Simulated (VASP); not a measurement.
Input of a VASP 6.6.1 run:

File INCAR:

```
PREC = Accurate
ENCUT = 520
EDIFF = 1E-6
ISMEAR = -1
SIGMA = 0.1
LREAL = F
LASPH = T
NELM = 100
ALGO = Normal
ISIF = 2
LWAVE = F
LCHARG = F
GGA = B5
ALDAX = 1.0
AGGAX = 1.0
AGGAC = 1.0
ALDAC = 0.0
NBANDS = 18
```

KPOINTS

```
regular mesh
0
Gamma
  16 16 9
```

Contents of POSCAR:

```
Y
1.0
    3.5315742583      0.0000000000      0.0000000000
   -1.7657871292      3.0584330231      0.0000000000
    0.0000000000      0.0000000000      5.5083921657
Y
2
Direct
    0.3333333333      0.6666666667      0.2500000000
    0.6666666667      0.3333333333      0.7500000000
```

Potentials or basis: VASP PAW PBE potentials, release 64 (Y_sv).

Run with:

```bash
$ cat potpaw_PBE.64/Y_sv/POTCAR > POTCAR
$ mpirun -np 1 vasp_std > vasp.out
```

Task: Predict the band gap on the k mesh.

Result: Zero (bands 11 and 12 overlap by 1.82 eV).

Task: Estimate the pressure.

Result: 5.9 GPa.

Stress tensor (GPa, compression positive):
```
5.81 0.00 0.00
0.00 5.81 0.00
0.00 0.00 6.12
```

Caveat: the cell stands under pressure; the PAW data sets were made with another functional, which shifts forces and pressure a little.
